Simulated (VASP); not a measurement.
# Pb (P6_3/mmc) in VASP: notebook, part 2 of 2

VASP 6.6.1. The steps go on from the part before.

### Step 4. Single point, BLYP (volume scaled by 0.96)

INCAR

```
PREC = Accurate
ENCUT = 520
EDIFF = 1E-7
ISMEAR = -1
SIGMA = 0.1
LREAL = F
LASPH = T
NELM = 80
ALGO = Normal
ISIF = 2
LWAVE = F
LCHARG = T
GGA = B5
ALDAX = 1.0
AGGAX = 1.0
AGGAC = 1.0
ALDAC = 0.0
LELF = T
LVHAR = T
NBANDS = 36
```

KPOINTS

```
regular mesh
0
Gamma
  13 13 4
```

POSCAR

```
Pb
1.0
    3.6331409908      0.0000000000      0.0000000000
   -1.8165704954      3.1463923935      0.0000000000
    0.0000000000      0.0000000000     11.6837174271
Pb
4
Direct
    1.0000000000      0.0000000000      0.0000000000
    1.0000000000      0.0000000000      0.5000000000
    0.3333333333      0.6666666667      0.2500000000
    0.6666666667      0.3333333333      0.7500000000
```

Potentials or basis: VASP PAW PBE potentials, release 64 (Pb_d).

Started as:

```
$ cat potpaw_PBE.64/Pb_d/POTCAR > POTCAR
$ mpirun -np 1 vasp_std > vasp.out
```

OUTCAR:

```text
PREC = Accurate
   ENCUT = 520
   EDIFF = 1E-7
   ISMEAR = -1
   LREAL = F
   LASPH = T
   NELM = 80
   ISIF = 2
   GGA = B5

 ion  position               nearest neighbor table
   1  0.000  0.000  0.000-   3 3.60   4 3.60   3 3.60   4 3.60   4 3.60   3 3.60
   2  0.000  0.000  0.500-   3 3.60   4 3.60   3 3.60   4 3.60   4 3.60   3 3.60
   3  0.333  0.667  0.250-   1 3.60   2 3.60   1 3.60   2 3.60   1 3.60   2 3.60
   4  0.667  0.333  0.750-   1 3.60   2 3.60   1 3.60   2 3.60   1 3.60   2 3.60

  LATTYP: Found a hexagonal cell.
 ALAT       =     3.6331409908
 C/A-ratio  =     3.2158722870
[... 1129 lines left out ...]

 [... further k-points ...]
[... 5 lines left out ...]
  --------------------------------------------------------------------------------------
  -------------------------------------------------------------------------------------
  Total        1.0843869      1.0843869      1.6367635      0.0000000      0.0000000      0.0000000
  in kB       13.0082441     13.0082441     19.6345218      0.0000000      0.0000000      0.0000000
  external PRESSURE =      15.2170033 kB  Pullay stress =       0.0000000 kB

 VOLUME and BASIS-vectors are now :
 -----------------------------------------------------------------------------
  energy-cutoff  :      520.00
  volume of cell :      133.56
      direct lattice vectors                 reciprocal lattice vectors
     3.633140991  0.000000000  0.000000000     0.275243929  0.158912156  0.000000000
    -1.816570495  3.146392394  0.000000000     0.000000000  0.317824313  0.000000000
     0.000000000  0.000000000 11.683717427     0.000000000  0.000000000  0.085589198

 POSITION                                       TOTAL-FORCE (eV/Angst)
 -----------------------------------------------------------------------------------
      0.00000      0.00000      0.00000         0.000000      0.000000      0.000000
      0.00000      0.00000      5.84186         0.000000      0.000000      0.000000
     -0.00000      2.09759      2.92093        -0.000000     -0.000000     -0.000000
      1.81657      1.04880      8.76279         0.000000      0.000000     -0.000000
 -----------------------------------------------------------------------------------
    total drift:                                0.000000     -0.000000      0.000000

  FREE ENERGIE OF THE ION-ELECTRON SYSTEM (eV)
  ---------------------------------------------------
  free  energy   TOTEN  =       -11.4781444542 eV

  energy  without entropy=      -11.4106578671  energy(sigma->0) =      -11.44440116
```

OSZICAR:

```text
N       E                     dE             d eps       ncg     rms          rms(c)
DAV:   1     0.686378476468E+03    0.68638E+03   -0.27069E+04  4536   0.183E+03
DAV:   2     0.537180015342E+02   -0.63266E+03   -0.62234E+03  4544   0.494E+02
DAV:   3    -0.867095309795E+01   -0.62389E+02   -0.61371E+02  5436   0.199E+02
DAV:   4    -0.114605418961E+02   -0.27896E+01   -0.27825E+01  5464   0.472E+01
DAV:   5    -0.115765103479E+02   -0.11597E+00   -0.11596E+00  5628   0.832E+00    0.152E+00
DAV:   6    -0.114923280974E+02    0.84182E-01   -0.20428E-01  5716   0.470E+00    0.597E-01
DAV:   7    -0.114783084388E+02    0.14020E-01   -0.72621E-02  5800   0.288E+00    0.135E-01
DAV:   8    -0.114782972483E+02    0.11191E-04   -0.49547E-03  5644   0.763E-01    0.586E-02
DAV:   9    -0.114781582334E+02    0.13901E-03   -0.59457E-04  5460   0.290E-01    0.127E-02
DAV:  10    -0.114781440823E+02    0.14151E-04   -0.67944E-05  6004   0.901E-02    0.641E-03
DAV:  11    -0.114781449668E+02   -0.88456E-06   -0.55437E-06  5028   0.269E-02    0.884E-04
DAV:  12    -0.114781445250E+02    0.44180E-06   -0.36163E-07  3736   0.526E-03    0.598E-04
DAV:  13    -0.114781443860E+02    0.13900E-06   -0.90601E-08  2312   0.460E-03    0.200E-04
DAV:  14    -0.114781444542E+02   -0.68198E-07   -0.27141E-08  2272   0.278E-03
   1 F= -.11478144E+02 E0= -.11444401E+02  d E =-.674866E-01
```

Wall time 2.4 min (1 thread of Intel Xeon 6975P-C (Granite Rapids), shared host); peak memory 0.37 GiB.

What came out:

```
Free energy            : -11.4781 eV
Pressure               : 1.5 GPa
Band gap on the k mesh : zero (band 28 reaches 11.51 eV, above the bottom of band 29 at 5.34 eV)
```

Stress tensor (GPa, compression positive):
```
1.30 0.00 0.00
0.00 1.30 0.00
0.00 0.00 1.96
```

Caveat: the PAW data sets were made with another functional, which shifts forces and pressure a little; spin-orbit coupling is left out, which moves the levels of the heavy elements.

### Step 5. Single point, BLYP (volume scaled by 1.12)

INCAR

```
AGGAC    = 1.0          
AGGAX    = 1.0          
ALDAC    = 0.0          
ALDAX    = 1.0          
ALGO     = Normal         # electronic algorithm
EDIFF    = 1E-6           # SCF threshold, eV
ENCUT    = 520            # plane-wave cutoff, eV
GGA      = B5             # functional
ISIF     = 2              # what is computed and relaxed
ISMEAR   = -1             # smearing method
LASPH    = True           # aspherical terms in the spheres
LCHARG   = False          # write CHGCAR
LREAL    = False          # projectors in reciprocal space
LWAVE    = False          # write WAVECAR
NBANDS   = 36             # bands
NELM     = 80             # most SCF steps
PREC     = Accurate       # precision mode
SIGMA    = 0.1            # smearing width, eV
```

KPOINTS

```
k-points
0
Gamma
  13 13 4
```

POSCAR

```
Pb
1.0
    3.8247041611      0.0000000000      0.0000000000
   -1.9123520806      3.3122909655      0.0000000000
    0.0000000000      0.0000000000     12.2997601179
Pb
4
Direct
    1.0000000000      0.0000000000      0.0000000000
    1.0000000000      0.0000000000      0.5000000000
    0.3333333333      0.6666666667      0.2500000000
    0.6666666667      0.3333333333      0.7500000000
```

Started as:

```
$ cat potpaw_PBE.64/Pb_d/POTCAR > POTCAR
$ mpirun -np 1 vasp_std > vasp.out
```

Run time: 3.1 min. Hardware: 1 thread of Intel Xeon Platinum 8375C at 2.90GHz (Ice Lake), shared host; peak memory 0.4 GiB.

The run converged. Its results:

| Item | Value |
| --- | --- |
| Free energy | -11.3625 eV |
| Pressure | -2.7 GPa |
| Band gap on the k mesh | zero (band 28 reaches 9.27 eV, above the bottom of band 29 at 4.15 eV) |

Stress tensor (GPa, compression positive):
```
-2.78  0.00  0.00
 0.00 -2.78  0.00
 0.00  0.00 -2.54
```

Levels at points of the mesh, in eV from the Fermi level:
```csv
k point,band 26,band 27,band 28,band 29,band 30,band 31
"(0.00, 0.00, 0.00)",0.49,0.49,3.95,3.95,4.53,4.53
"(0.00, 0.00, 0.50)",-1.95,3.47,3.47,4.12,4.12,4.12
```

Caveat: the PAW data sets were made with another functional, which shifts forces and pressure a little; spin-orbit coupling is left out, which moves the levels of the heavy elements.

### Step 6. Summary

```tsv
cell	gap on the mesh (eV)	pressure (GPa)
a = 3.529, b = 3.529, c = 11.350 Å, angles 90.0, 90.0, 120.0°, 4 atoms	none	5.6
a = 3.582, b = 3.582, c = 11.519 Å, angles 90.0, 90.0, 120.0°, 4 atoms	none	3.3
a = 3.633, b = 3.633, c = 11.684 Å, angles 90.0, 90.0, 120.0°, 4 atoms	none	1.5
a = 3.825, b = 3.825, c = 12.300 Å, angles 90.0, 90.0, 120.0°, 4 atoms	none	-2.7
```

Alike in all rows: task single point; level BLYP; potentials or basis VASP PAW PBE potentials, release 64 (Pb_d); no spin polarisation; k mesh 13 × 13 × 4; cutoff (eV) 520; smearing fermi-dirac 0.1 eV.

Caveats: the PAW data sets were made with another functional, which shifts forces and pressure a little; spin-orbit coupling is left out, which moves the levels of the heavy elements.

Total energies depend on the potentials used, so only differences within one code and one set of settings carry meaning.
